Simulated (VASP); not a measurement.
# Ir (Pm-3m) in VASP: single point with LDA

Aim: the single point of Ir with LDA.

Everything below comes from runs of VASP 6.6.1. Logs are shortened: lines on timing, memory, paths and dates and some standing lists are left out, and cuts for length are marked.

## 1. The cell of the first run

The structure is cubic, space group Pm-3m (No. 221). The conventional cell has a = 2.523 Å, b = 2.523 Å, c = 2.523 Å, α = 90.00°, β = 90.00°, γ = 90.00°. Ir (site symmetry m-3m) has 6 Ir at 2.52 Å within 3.3 Å.

## 2. Single point, LDA

Contents of INCAR:

```
  PREC = Accurate
  ENCUT = 520
  EDIFF = 1E-7
  ISMEAR = -1
  SIGMA = 0.13605693000000002
  LREAL = F
  LASPH = T
  NELM = 60
  ALGO = Normal
  ISIF = 2
  LWAVE = F
  LCHARG = F
  GGA = CA
  NBANDS = 10
```

Contents of KPOINTS:

```
Automatic mesh
0
Gamma
  13 13 13
```

Contents of POSCAR:

```
Ir
1.0
    2.5227784924      0.0000000000      0.0000000000
    0.0000000000      2.5227784924      0.0000000000
    0.0000000000      0.0000000000      2.5227784924
Ir
1
Direct
    0.0000000000      0.0000000000      0.0000000000
```

Potentials or basis: VASP PAW LDA potentials, release 64 (Ir).

Run with:

```console
cat potpaw_LDA.64/Ir/POTCAR > POTCAR
mpirun -np 1 vasp_std > vasp.out
```

OUTCAR:

```text
PREC = Accurate
   ENCUT = 520
   EDIFF = 1E-7
   ISMEAR = -1
   LREAL = F
   LASPH = T
   NELM = 60
   ISIF = 2
   GGA = CA

 ion  position               nearest neighbor table
   1  0.000  0.000  0.000-

  LATTYP: Found a simple cubic cell.
 ALAT       =     2.5227784924

  Lattice vectors:

 A1 = (   2.5227784924,   0.0000000000,   0.0000000000)
 A2 = (   0.0000000000,   2.5227784924,   0.0000000000)
 A3 = (   0.0000000000,   0.0000000000,   2.5227784924)

Analysis of symmetry for initial positions (statically):
=====================================================================
 Subroutine PRICEL returns:
 Original cell was already a primitive cell.

 Routine SETGRP: Setting up the symmetry group for a
 simple cubic supercell.

 Subroutine GETGRP returns: Found 48 space group operations
 (whereof 48 operations were pure point group operations)
 out of a pool of 48 trial point group operations.

The static configuration has the point symmetry O_h .

Analysis of symmetry for dynamics (positions and initial velocities):
=====================================================================
 Subroutine PRICEL returns:
 Original cell was already a primitive cell.

 Routine SETGRP: Setting up the symmetry group for a
 simple cubic supercell.

 Subroutine GETGRP returns: Found 48 space group operations
 (whereof 48 operations were pure point group operations)
 out of a pool of 48 trial point group operations.

The dynamic configuration has the point symmetry O_h .

 Subroutine INISYM returns: Found 48 space group operations
 (whereof 48 operations are pure point group operations),
 and found     1 'primitive' translations

----------------------------------------------------------------------------------------

                                     Primitive cell

  volume of cell :      16.0560

  direct lattice vectors                    reciprocal lattice vectors
     2.522778492  0.000000000  0.000000000     0.396388348  0.000000000  0.000000000
     0.000000000  2.522778492  0.000000000     0.000000000  0.396388348  0.000000000
     0.000000000  0.000000000  2.522778492     0.000000000  0.000000000  0.396388348

  length of vectors
     2.522778492  2.522778492  2.522778492     0.396388348  0.396388348  0.396388348

  position of ions in fractional coordinates (direct lattice)
     0.000000000  0.000000000  0.000000000

  ion indices of the primitive-cell ions
   primitive index   ion index
                 1           1

[... 79 lines left out ...]
   POTIM  = 0.5000    time-step for ionic-motion
   TEBEG  =    0.0;   TEEND  =   0.0 temperature during run
   PSTRESS=    0.0 pullay stress
   NELECT =       9.0000    total number of electrons
   NUPDOWN=      -1.0000    fix difference up-down
   EMIN   =  10.00;   EMAX   =-10.00  energy-range for DOS
   EFERMI =   0.00;   METHOD = LEGACY
   ISMEAR =    -1;   SIGMA  =   0.14  broadening in eV -4-tet -1-fermi 0-gaus
   EFERMI_NEDOS =   21; number of points for ismear=-14 and -15
   IALGO  =     38    algorithm
   IMIX   =      4    mixing-type and parameters
     AMIX     =   0.40;   BMIX     =  1.00
     AMIX_MAG =   1.60;   BMIX_MAG =  1.00
  volume/ion in A,a.u.               =      16.06       108.35
  Fermi-wavevector in a.u.,A,eV,Ry     =   1.349822  2.550794 24.790085  1.822020
  Thomas-Fermi vector in A             =   2.477377
   LORBIT       =      0    0 simple, 1 ext, 2 COOP (PROOUT), +10 PAW based schemes
   GGA     = CA    functional components
   LHFCALC =     F    Hartree Fock is set to
   AEXX    =    0.0000 exact exchange contribution
   IVDW    =     0    specifies the selected vdW correction
   LEPSILON=     F    determine dielectric tensor
   LRPA    =     F    only Hartree local field effects (RPA)
 non-spin polarized calculation
  energy-cutoff  :      520.00
  volume of cell :       16.06
 maximum number of plane-waves:       461
 NGX is ok and might be reduce to    20
   NGX =  9   NGY =  9   NGZ =  9

 number of electron       9.0000001 magnetization

 Free energy of the ion-electron system (eV)
  ---------------------------------------------------
  ext. energy  EPLUGINS =         0.00000000
  ---------------------------------------------------
  free energy    TOTEN  =        -9.28373959 eV

  energy without entropy =       -9.19361326  energy(sigma->0) =       -9.23867643

 E-fermi :   8.1090     XC(G=0): -13.2582

 val. band max:        8.1027471097   @ k =   0.2308   0.2308   0.0000
 cond. band min:       8.1125912093   @ k =   0.2308   0.2308   0.0769
 fundamental gap:      0.0098440996
 Fermi energy:         8.1089619095

 k-point     1 :       0.0000    0.0000    0.0000
  band No.  band energies     occupation
      1      -1.4693      2.00000
      2       1.6854      2.00000
      3       1.6854      2.00000
      4       9.5614      0.00005
      5       9.5614      0.00005
      6       9.5614      0.00005
      7      24.0448      0.00000
      8      24.0448      0.00000
      9      24.0448      0.00000
     10      30.3431      0.00000
[... 287 lines left out ...]
 k-point    24 :       0.3846    0.3077    0.0000
  band No.  band energies     occupation
      1       2.2363      2.00000
      2       2.7528      2.00000
      3       6.7547      1.99990
      4       7.2082      1.99734
      5       7.8264      1.77725
      6       9.0568      0.00188
      7      16.5306      0.00000
      8      21.5519      0.00000
      9      26.0287      0.00000
     10      30.3810      0.00000

 [... further k-points ...]

------------------------ aborting loop because EDIFF is reached ----------------------------------------

  FORCE on cell =-STRESS in cart. coord.  units (eV):
  Direction    XX          YY          ZZ          XY          YZ          ZX
  --------------------------------------------------------------------------------------
  -------------------------------------------------------------------------------------
  Total        0.3587930      0.3587930      0.3587930      0.0000000      0.0000000     -0.0000000
  in kB       35.8028158     35.8028158     35.8028158      0.0000000      0.0000000     -0.0000000
  external PRESSURE =      35.8028158 kB  Pullay stress =       0.0000000 kB

 VOLUME and BASIS-vectors are now :
 -----------------------------------------------------------------------------
  energy-cutoff  :      520.00
  volume of cell :       16.06
      direct lattice vectors                 reciprocal lattice vectors
     2.522778492  0.000000000  0.000000000     0.396388348  0.000000000  0.000000000
     0.000000000  2.522778492  0.000000000     0.000000000  0.396388348  0.000000000
     0.000000000  0.000000000  2.522778492     0.000000000  0.000000000  0.396388348

 POSITION                                       TOTAL-FORCE (eV/Angst)
 -----------------------------------------------------------------------------------
      0.00000      0.00000      0.00000         0.000000      0.000000      0.000000
 -----------------------------------------------------------------------------------
    total drift:                                0.000000      0.000000      0.000000

  FREE ENERGIE OF THE ION-ELECTRON SYSTEM (eV)
  ---------------------------------------------------
  free  energy   TOTEN  =        -9.2837395935 eV

  energy  without entropy=       -9.1936132629  energy(sigma->0) =       -9.23867643
```

It took 8 s on 1 thread of Intel Xeon 6975P-C, shared host; peak memory 0.13 GiB.

Results:

| Property | Result |
| --- | --- |
| Free energy | -9.2837 eV |
| Pressure | 3.6 GPa |

Levels at points of the mesh, in eV from the Fermi level:
```csv
k point,band 1,band 2,band 3,band 4,band 5,band 6,band 7,band 8,band 9,band 10
"(0.00, 0.00, 0.00)",-9.58,-6.42,-6.42,1.45,1.45,1.45,15.94,15.94,15.94,22.23
```

Caveat: spin-orbit coupling is left out, which moves the levels of the heavy elements.
